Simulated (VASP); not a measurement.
Runs of VASP 6.6.1 on Mo. The structure is that of space group P6/mmm (No. 191), or close to it. The cells are those of the table. This isn't the form of Mo at room conditions, which is bcc.

| cell | further INCAR settings | gap on the mesh (eV) | pressure (GPa) |
| --- | --- | --- | --- |
| a = 2.888, b = 2.888, c = 2.293 Å, angles 90.0, 90.0, 120.0°, 1 atom | ALGO = Fast; EDIFF = 1e-07; NBANDS = 13 | none | 0.5 |
| a = 2.506, b = 2.506, c = 3.044 Å, angles 90.0, 90.0, 120.0°, 1 atom | ALGO = Fast; EDIFF = 1e-06; NBANDS = 13 | none | 13.2 |
| a = 2.691, b = 2.691, c = 2.640 Å, angles 90.0, 90.0, 120.0°, 1 atom | ALGO = Fast; EDIFF = 1e-06; NBANDS = 13 | none | -6.0 |
| a = 2.574, b = 2.574, c = 2.885 Å, angles 90.0, 90.0, 120.0°, 1 atom | ALGO = Fast; EDIFF = 1e-06; NBANDS = 13 | none | (b) |
| a = 2.650, b = 2.650, c = 2.723 Å, angles 90.0, 90.0, 120.0°, 1 atom | ALGO = Fast; EDIFF = 1e-07; NBANDS = 13 | none | (a) |

Alike in all rows: task single point; level LDA; potentials or basis VASP PAW LDA potentials, release 64 (Mo_sv); no spin polarisation; k mesh 24 × 24 × 20; cutoff (eV) 520; smearing gaussian 0.15 eV.

Question: Fill in the values left out.

Answer: (a) -3.5; (b) 3.1.

Caveats: the stress differs along the axes, from -15 to 31 GPa (at least some runs); the stress differs along the axes, from -26 to 33 GPa (at least some runs); the stress differs along the axes, from -20 to 1 GPa (at least some runs); the stress differs along the axes, from -21 to 15 GPa (at least some runs); the stress differs along the axes, from -22 to 6 GPa (at least some runs).

A k mesh can miss the band edges, and the runs leave out spin-orbit coupling on Mo.

A gap of «none» marks levels without a gap at the run's occupations.
